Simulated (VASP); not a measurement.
# InSe2 (P4/nmm) in VASP: further runs

InSe2 is run at these levels: PBE; tasks: single point, relaxation of cell and atoms.

Program: VASP 6.6.1. These are calculated values, not measurements. Logs are shortened: lines on timing, memory, paths and dates and some standing lists are left out, and cuts for length are marked.

**1. The cell of the first run**

It takes space group P4/nmm (No. 129, tetragonal). Conventional cell: a = 2.061 Å, b = 2.061 Å, c = 5.094 Å, α = 90.00°, β = 90.00°, γ = 90.00°. In (site symmetry 4mm) has 9 Se at 1.50 to 1.82 Å and 4 In at 2.06 Å within 2.1 Å. Within 2.2 Å of Se (site symmetry 4mm) lie 5 In at 1.50 to 1.73 Å and 12 Se at 2.00 to 2.13 Å. Se (site symmetry -4m2) has 4 Se at 1.46 Å and 4 In at 1.82 Å within 1.9 Å.

**2. Single point, PBE**

Input file INCAR:

```
SYSTEM = InSe2
ALGO     = Normal         ! electronic algorithm
EDIFF    = 1E-6           ! SCF threshold, eV
ENCUT    = 520            ! plane-wave cutoff, eV
GGA      = PE             ! functional
ISIF     = 2              ! what is computed and relaxed
ISMEAR   = 0              ! smearing method
LASPH    = .TRUE.         ! aspherical terms in the spheres
LCHARG   = .FALSE.        ! write CHGCAR
LREAL    = .FALSE.        ! projectors in reciprocal space
LWAVE    = .FALSE.        ! write WAVECAR
NBANDS   = 34             ! bands
NELM     = 100            ! most SCF steps
PREC     = Accurate       ! precision mode
SIGMA    = 0.1            ! smearing width, eV
```

Input file KPOINTS:

```
k-points
0
G
  10 10 4
  0 0 0
```

Input file POSCAR:

```
InSe2
1.0
    2.0610877931      0.0000000000      0.0000000000
    0.0000000000      2.0610877931      0.0000000000
    0.0000000000      0.0000000000      5.0939800419
In Se
2 4
Direct
    0.0000000000      0.5000000000      0.7064680000
    0.5000000000      0.0000000000      0.2935320000
    0.0000000000      0.5000000000      0.3662120000
    0.5000000000      0.0000000000      0.6337880000
    0.0000000000      0.0000000000      0.0000000000
    0.5000000000      0.5000000000      0.0000000000
```

Potentials or basis: VASP PAW PBE potentials, release 64 (In_d, Se).

Launch:

```
> cat potpaw_PBE.64/In_d/POTCAR potpaw_PBE.64/Se/POTCAR > POTCAR
> mpirun -np 1 vasp_std > vasp.out
```

OUTCAR:

```text
SYSTEM = InSe2
   EDIFF = 1E-6
   ENCUT = 520
   GGA = PE
   ISIF = 2
   ISMEAR = 0
   LASPH = .TRUE.
   LREAL = .FALSE.
   NELM = 100
   PREC = Accurate

 ion  position               nearest neighbor table
   1  0.000  0.500  0.706-   4 1.50   4 1.50   4 1.50   4 1.50   3 1.73   5 1.82   6 1.82   6 1.82
                             5 1.82   2 2.56   2 2.56   2 2.56   2 2.56   3 2.69   3 2.69   3 2.69
   2  0.500  0.000  0.294-   3 1.50   3 1.50   3 1.50   3 1.50   4 1.73   6 1.82   6 1.82   5 1.82
                             5 1.82   1 2.56   1 2.56   1 2.56   1 2.56   4 2.69   4 2.69   4 2.69
   3  0.000  0.500  0.366-   2 1.50   2 1.50   2 1.50   2 1.50   1 1.73   4 2.00   4 2.00   4 2.00
                             4 2.00   6 2.13   6 2.13   5 2.13   5 2.13   1 2.69   1 2.69   1 2.69
   4  0.500  0.000  0.634-   1 1.50   1 1.50   1 1.50   1 1.50   2 1.73   3 2.00   3 2.00   3 2.00
                             3 2.00   6 2.13   5 2.13   6 2.13   5 2.13   2 2.69   2 2.69   2 2.69
   5  0.000  0.000  0.000-   6 1.46   6 1.46   6 1.46   6 1.46   2 1.82   2 1.82   1 1.82   1 1.82
                             4 2.13   4 2.13   3 2.13   3 2.13   2 2.75   1 2.75   2 2.75   2 2.75
   6  0.500  0.500  0.000-   5 1.46   5 1.46   5 1.46   5 1.46   2 1.82   1 1.82   1 1.82   2 1.82
                             4 2.13   3 2.13   4 2.13   3 2.13   1 2.75   1 2.75   2 2.75   1 2.75

 -----------------------------------------------------------------------------
|                                                                             |
|           W    W    AA    RRRRR   N    N  II  N    N   GGGG   !!!           |
|           W    W   A  A   R    R  NN   N  II  NN   N  G    G  !!!           |
|           W    W  A    A  R    R  N N  N  II  N N  N  G       !!!           |
|           W WW W  AAAAAA  RRRRR   N  N N  II  N  N N  G  GGG   !            |
|           WW  WW  A    A  R   R   N   NN  II  N   NN  G    G                |
|           W    W  A    A  R    R  N    N  II  N    N   GGGG   !!!           |
|                                                                             |
|     The distance between some ions is very small. Please check the          |
|     nearest-neighbor list in the OUTCAR file.                               |
|     I HOPE YOU KNOW WHAT YOU ARE DOING!                                     |
|                                                                             |
 -----------------------------------------------------------------------------

  LATTYP: Found a simple tetragonal cell.
 ALAT       =     2.0610877931
 C/A-ratio  =     2.4715007575

  Lattice vectors:

 A1 = (   2.0610877931,   0.0000000000,   0.0000000000)
 A2 = (   0.0000000000,   2.0610877931,   0.0000000000)
 A3 = (   0.0000000000,   0.0000000000,   5.0939800419)

Analysis of symmetry for initial positions (statically):
=====================================================================
[... 147 lines left out ...]
   EMIN   =  10.00;   EMAX   =-10.00  energy-range for DOS
   EFERMI =   0.00;   METHOD = LEGACY
   ISMEAR =     0;   SIGMA  =   0.10  broadening in eV -4-tet -1-fermi 0-gaus
   EFERMI_NEDOS =   21; number of points for ismear=-14 and -15
   IALGO  =     38    algorithm
   IMIX   =      4    mixing-type and parameters
     AMIX     =   0.40;   BMIX     =  1.00
     AMIX_MAG =   1.60;   BMIX_MAG =  1.00
  volume/ion in A,a.u.               =       3.61        24.34
  Fermi-wavevector in a.u.,A,eV,Ry     =   2.164287  4.089909 63.731542  4.684136
  Thomas-Fermi vector in A             =   3.136977
   LORBIT       =      0    0 simple, 1 ext, 2 COOP (PROOUT), +10 PAW based schemes
   GGA     = PE    functional components
   LHFCALC =     F    Hartree Fock is set to
   AEXX    =    0.0000 exact exchange contribution
   IVDW    =     0    specifies the selected vdW correction
   LEPSILON=     F    determine dielectric tensor
   LRPA    =     F    only Hartree local field effects (RPA)
 non-spin polarized calculation
 Gauss-broadening in eV      SIGMA  =   0.10
  energy-cutoff  :      520.00
  volume of cell :       21.64
 maximum number of plane-waves:       604
 NGX is ok and might be reduce to    16
   NGX =  7   NGY =  7   NGZ = 19

 number of electron      50.0000003 magnetization

 Free energy of the ion-electron system (eV)
  ---------------------------------------------------
  ext. energy  EPLUGINS =         0.00000000
  ---------------------------------------------------
  free energy    TOTEN  =       520.52409672 eV

  energy without entropy =      520.53861934  energy(sigma->0) =      520.53135803

 E-fermi :  60.0094     XC(G=0): -21.2506

 val. band max:       59.9986858476   @ k =   0.3000   0.3000   0.5000
 cond. band min:      60.0114893175   @ k =   0.3000   0.3000   0.0000
 fundamental gap:      0.0128034699
 Fermi energy:        60.0093898079

 k-point     1 :       0.0000    0.0000    0.0000
  band No.  band energies     occupation
      1      11.0267      2.00000
      2      17.9053      2.00000
      3      19.4164      2.00000
      4      19.4360      2.00000
      5      19.5177      2.00000
      6      20.1830      2.00000
[... 877 lines left out ...]
     33      67.5221      0.00000
     34      68.1686      0.00000

 [... further k-points ...]

------------------------ aborting loop because EDIFF is reached ----------------------------------------

  FORCE on cell =-STRESS in cart. coord.  units (eV):
  Direction    XX          YY          ZZ          XY          YZ          ZX
  --------------------------------------------------------------------------------------
  -------------------------------------------------------------------------------------
  Total     1219.9747667   1219.9747667    749.7984694      0.0000000      0.0000000      0.0000000
  in kB    90325.6736074  90325.6736074  55514.3054358      0.0000000      0.0000000      0.0000000
  external PRESSURE =   78721.8842168 kB  Pullay stress =       0.0000000 kB

 VOLUME and BASIS-vectors are now :
 -----------------------------------------------------------------------------
  energy-cutoff  :      520.00
  volume of cell :       21.64
      direct lattice vectors                 reciprocal lattice vectors
     2.061087793  0.000000000  0.000000000     0.485180691  0.000000000  0.000000000
     0.000000000  2.061087793  0.000000000     0.000000000  0.485180691  0.000000000
     0.000000000  0.000000000  5.093980042     0.000000000  0.000000000  0.196310153

 POSITION                                       TOTAL-FORCE (eV/Angst)
 -----------------------------------------------------------------------------------
      0.00000      1.03054      3.59873        -0.000000      0.000000     44.339123
      1.03054      0.00000      1.49525         0.000000      0.000000    -44.339123
      0.00000      1.03054      1.86548        -0.000000      0.000000     45.859904
      1.03054      0.00000      3.22850         0.000000      0.000000    -45.859904
      0.00000      0.00000      0.00000        -0.000000      0.000000      0.000000
      1.03054      1.03054      0.00000        -0.000000      0.000000      0.000000
 -----------------------------------------------------------------------------------
    total drift:                                0.000000      0.000000      0.000000

  FREE ENERGIE OF THE ION-ELECTRON SYSTEM (eV)
  ---------------------------------------------------
  free  energy   TOTEN  =       520.5240967155 eV

  energy  without entropy=      520.5386193434  energy(sigma->0) =      520.53135803
```

It took 21 s on 1 thread of Intel Xeon 6975P-C (Granite Rapids), shared host; peak memory 0.16 GiB.

The run converged, but its numbers aren't listed here, since they failed a check.

Caveat: atoms lie so close that the PAW spheres overlap strongly, which falsifies energies and pressures; the cell stands under pressure; spin-orbit coupling is left out, which moves the levels of the heavy elements; forces of over 1 eV/Å act on the atoms, so gaps and moduli don't describe the material at rest.

**3. Single point, PBE**

This run uses another cell than the first one, of 33.87 Å³/atom.

Input file INCAR:

```
ALGO = Normal
EDIFF = 1E-6
ENCUT = 520
GGA = PE
ISIF = 2
ISMEAR = 0
LASPH = True
LCHARG = False
LREAL = False
LWAVE = False
NBANDS = 34
NELM = 80
PREC = Accurate
SIGMA = 0.1
```

Input file KPOINTS:

```
k-points
0
Gamma
  1 1 1
```

Input file POSCAR:

```
InSe2
1.0
    4.2806954835      0.0000000000      0.0000000000
    0.0000000000      4.2806954835      0.0000000000
    0.0000000000      0.0000000000     11.0905793936
In Se
2 4
Direct
    0.0000000000      0.5000000000      0.6351779988
    0.5000000000      0.0000000000      0.3648220012
    0.0000000000      0.5000000000      0.3882572903
    0.5000000000      0.0000000000      0.6117427097
    0.0000000000      0.0000000000      0.0000000000
    0.5000000000      0.5000000000      0.0000000000
```

Potentials or basis: VASP PAW PBE potentials, release 64 (In_d, Se).

Launch:

```
> cat potpaw_PBE.64/In_d/POTCAR potpaw_PBE.64/Se/POTCAR > POTCAR
> mpirun -np 1 vasp_gam > vasp.out
```

Wall time 15 s (1 thread of AMD EPYC 7R13 (Zen 3), shared host); peak memory 0.22 GiB.

Results (log left out):

```yaml
Free_energy: -17.1693 eV
Pressure: 0.0 GPa
Largest_force: 0.005 eV/Å
```

Forces on the atoms (eV/Å):
```
In   0.000  0.000  0.004
In   0.000  0.000 -0.004
Se   0.000  0.000 -0.005
Se   0.000  0.000  0.005
Se   0.000  0.000  0.000
Se   0.000  0.000  0.000
```

Levels at points of the mesh, in eV from the Fermi level:
| k point | band 22 | band 23 | band 24 | band 25 | band 26 | band 27 | band 28 | band 29 |
| --- | --- | --- | --- | --- | --- | --- | --- | --- |
| (0.00, 0.00, 0.00) | -1.57 | -0.60 | -0.39 | -0.39 | 0.39 | 0.39 | 1.05 | 3.55 |

Caveat: the k points lie up to 1.47 Å⁻¹ apart; spin-orbit coupling is left out, which moves the levels of the heavy elements.

**4. Relaxation of cell and atoms, PBE**

This run uses another cell than the first one, of 24.34 Å³/atom.

Input file INCAR:

```
SYSTEM = InSe2
ALGO     = Normal         ! electronic algorithm
EDIFF    = 1E-6           ! SCF threshold, eV
EDIFFG   = -0.01          ! ionic threshold
ENCUT    = 600            ! plane-wave cutoff, eV
GGA      = PE             ! functional
IBRION   = 2              ! ionic algorithm
ISIF     = 3              ! what is computed and relaxed
ISMEAR   = 0              ! smearing method
LASPH    = .True.         ! aspherical terms in the spheres
LCHARG   = .False.        ! write CHGCAR
LREAL    = .False.        ! projectors in reciprocal space
LWAVE    = .False.        ! write WAVECAR
NELM     = 80             ! most SCF steps
NSW      = 80             ! ionic steps
PREC     = Accurate       ! precision mode
SIGMA    = 0.1            ! smearing width, eV
```

Input file KPOINTS:

```
k-points
0
Gamma
  1 1 1
  0 0 0
```

Input file POSCAR:

```
InSe2
1.0
    3.8948930000      0.0000000000      0.0000000000
    0.0000000000      3.8948930000      0.0000000000
    0.0000000000      0.0000000000      9.6262310000
In Se
2 4
Direct
    0.0000000000      0.5000000000      0.7064680000
    0.5000000000      0.0000000000      0.2935320000
    0.0000000000      0.5000000000      0.3662120000
    0.5000000000      0.0000000000      0.6337880000
    0.0000000000      0.0000000000      0.0000000000
    0.5000000000      0.5000000000      0.0000000000
```

Launch:

```
> cat potpaw_PBE.64/In_d/POTCAR potpaw_PBE.64/Se/POTCAR > POTCAR
> mpirun -np 1 vasp_gam > vasp.out
```

Run time: 3.6 min. Hardware: 1 thread of AMD EPYC 7R13 (Zen 3), shared host; peak memory 0.23 GiB.

It converged, with:

* Free energy: -17.1623 eV
* Relaxed volume: 33.70 Å³/atom
* Relaxed cell: a = 4.282 Å, b = 4.282 Å, c = 11.028 Å, α = 90.00°, β = 90.00°, γ = 90.00°
* Space group after relaxing (to 0.1 Å): P4/nmm (No. 129)
* Energy gained by relaxing: 614.2 meV/atom
* Ionic steps: 28
* Pressure after relaxing: 0.0 GPa
* Largest force after relaxing: 0.009 eV/Å

Forces in eV/Å, atoms in the order of the input:
```
In   0.000  0.000 -0.004
In   0.000  0.000  0.004
Se   0.000  0.000  0.009
Se   0.000  0.000 -0.009
Se   0.000  0.000  0.000
Se   0.000  0.000  0.000
```

Step by step:
| step | energy change (eV) | largest force (eV/Å) | pressure (GPa) | volume (Å³) |
| --- | --- | --- | --- | --- |
| 1 | 0.0000 | 2.7946 | 15.84 | 146.03 |
| 2 | -2.1522 | 1.8732 | -3.63 | 201.81 |
| 3 | -2.3120 | 2.2034 | -1.24 | 184.98 |
| 4 | -2.7706 | 1.8388 | -1.12 | 182.43 |
| 5 | -3.3660 | 0.2675 | 1.29 | 174.89 |
| 6 | -3.3818 | 0.3977 | 0.37 | 176.50 |
| 7 | -3.3890 | 0.1870 | 0.65 | 175.94 |
| 8 | -3.5403 | 0.3833 | 1.05 | 179.10 |
| 9 | -3.5526 | 0.5621 | 1.40 | 180.40 |
| 10 | -3.6302 | 0.4704 | -0.56 | 193.79 |
| 11 | -3.6306 | 0.4654 | -0.67 | 194.77 |
| 12 | -3.6726 | 0.0974 | -0.09 | 195.70 |
| 13 | -3.6767 | 0.0642 | 0.18 | 196.05 |
| 14 | -3.6818 | 0.0456 | 0.17 | 198.11 |
| 15 | -3.6819 | 0.0640 | 0.17 | 198.54 |
| 16 | -3.6829 | 0.0876 | -0.19 | 201.30 |
| 17 | -3.6831 | 0.0815 | -0.09 | 200.49 |
| 18 | -3.6842 | 0.0326 | -0.05 | 201.01 |
| 19 | -3.6845 | 0.0238 | -0.02 | 201.43 |
| 20 | -3.6848 | 0.0227 | 0.13 | 201.60 |
| 21 | -3.6849 | 0.0159 | 0.06 | 201.53 |
| 22 | -3.6851 | 0.0270 | -0.02 | 202.27 |
| 23 | -3.6851 | 0.0248 | -0.02 | 202.19 |
| 24 | -3.6851 | 0.0212 | 0.00 | 202.08 |
| 25 | -3.6851 | 0.0189 | 0.01 | 202.00 |
| 26 | -3.6851 | 0.0200 | 0.01 | 202.04 |
| 27 | -3.6851 | 0.0208 | 0.01 | 202.07 |
| 28 | -3.6851 | 0.0089 | 0.00 | 202.21 |

Final structure:
```yaml
crystal:
  lattice:
    - [4.28201, 0.00000, 0.00000]
    - [0.00000, 4.28201, 0.00000]
    - [0.00000, 0.00000, 11.02799]
  atoms:
    - { symbol: In, position: [0.00000, 0.50000, 0.63596] }
    - { symbol: In, position: [0.50000, 0.00000, 0.36404] }
    - { symbol: Se, position: [0.00000, 0.50000, 0.38754] }
    - { symbol: Se, position: [0.50000, 0.00000, 0.61246] }
    - { symbol: Se, position: [0.00000, 0.00000, 0.00000] }
    - { symbol: Se, position: [0.50000, 0.50000, 0.00000] }
```

Levels at points of the mesh, in eV from the Fermi level:
```csv
k point,band 22,band 23,band 24,band 25,band 26,band 27,band 28,band 29
"(0.00, 0.00, 0.00)",-1.56,-0.61,-0.39,-0.39,0.39,0.39,1.05,3.58
```

Caveat: the k points lie up to 1.47 Å⁻¹ apart in the final cell; the volume moved by over 15 % at a fixed basis, so the end points are rough; spin-orbit coupling is left out, which moves the levels of the heavy elements.
